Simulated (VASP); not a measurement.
A run of VASP 6.6.1:

Contents of INCAR:

```
  PREC = Accurate
  ENCUT = 520
  EDIFF = 1E-6
  ISMEAR = 0
  SIGMA = 0.1
  LREAL = F
  LASPH = T
  NELM = 150
  ALGO = Normal
  ISIF = 2
  LWAVE = F
  LCHARG = T
  ISPIN = 2
  MAGMOM = 3 0
  LORBIT = 11
  LMAXMIX = 4
  GGA = PE
  LELF = T
  LVHAR = T
  NBANDS = 22
```

The input KPOINTS:

```
regular mesh
0
Gamma
  12 12 12
```

Contents of POSCAR:

```
FePb
1.0
    3.3986418556      0.0000000000      0.0000000000
    0.0000000000      3.3986418556      0.0000000000
    0.0000000000      0.0000000000      3.3986418556
Fe Pb
1 1
Direct
    0.0000000000      0.0000000000      0.0000000000
    0.5000000000      0.5000000000      0.5000000000
```

Potentials or basis: VASP PAW PBE potentials, release 64 (Fe, Pb_d).

Run with:

```console
$ cat potpaw_PBE.64/Fe/POTCAR potpaw_PBE.64/Pb_d/POTCAR > POTCAR
$ mpirun -np 1 vasp_std > vasp.out
```

Hardware: 1 thread of Oxide Virtual Turin-like Processor, on a shared host.

Q: How long does it take, and how much memory?

A: Run time: 100 s on 1 thread of Oxide Virtual Turin-like Processor (shared host), peak memory 0.22 GiB. Counts: scf iterations 15, k points 84.
